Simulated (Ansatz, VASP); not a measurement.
## Ge: VASP beside Ansatz

File POSCAR:

```
Ge
1.0
    0.0000000000      2.8930770614      2.8930770614
    2.8930770614      0.0000000000      2.8930770614
    2.8930770614      2.8930770614      0.0000000000
Ge
2
Direct
    0.0000000000      0.0000000000      0.0000000000
    0.2500000000      0.2500000000      0.2500000000
```

INCAR.step1

```
PREC = Accurate
ENCUT = 520
ISMEAR = -1
SIGMA = 0.05
LREAL = False
LASPH = True
NELM = 100
NBANDS = 21
GGA = PE
ALGO = Normal
EDIFF = 1E-4
LWAVE = True
LCHARG = False
```

INCAR.step2

```
PREC = Accurate
ENCUT = 520
EDIFF = 1E-8
ISMEAR = -1
SIGMA = 0.05
LREAL = False
LASPH = True
NELM = 100
ALGO = Normal
ISIF = 2
LWAVE = False
LCHARG = False
METAGGA = R2SCAN
LMIXTAU = True
LEFG = True
NBANDS = 21
ISTART = 1
```

File KPOINTS:

```
Automatic mesh
0
Gamma
  11 11 11
```

Input for Ansatz:

```yaml
crystal:
  lattice:
    - [0.0, 2.8930770614, 2.8930770614]
    - [2.8930770614, 0.0, 2.8930770614]
    - [2.8930770614, 2.8930770614, 0.0]
  atoms:
    - { symbol: Ge, position: [0.0, 0.0, 0.0] }
    - { symbol: Ge, position: [0.25, 0.25, 0.25] }
kpoints:
  mp_grid: { grid: [11, 11, 11] }
scf:
  occupations: { method: fermi_dirac, width: 0.05 }
hamiltonian:
  xc: r2scan
  pseudopotentials: { kind: paw }
output:
  forces: true
  stress: true
  eigenvalues: true
  efg: { contact_densities: true }
```

Change from the starting cell: volume scaled by 1.06, PAW files.

Alike in both runs: task electric field gradients; functional r2SCAN; k mesh 11 × 11 × 11; occupations fermi-dirac, width 0.05 eV; no spin polarisation.

|  | VASP | Ansatz |
| --- | --- | --- |
| version | VASP 6.6.1 | Ansatz 0.2.0 |
| potentials or method | VASP PAW PBE potentials, release 64 (Ge_d) | PAW with Ansatz's default frozen-core files, scalar-relativistic |
| plane-wave cutoff (eV) | 520 | 500 |
| valence electrons in the cell | 28 | 28 |

VASP gave:

| Item | Value |
| --- | --- |
| pressure (GPa) | -3.5 |

**Question.** What did Ansatz give for the same quantities?

**Answer.** Pressure (GPa): -3.6.

VASP's potentials were made for PBE, not for r2SCAN.
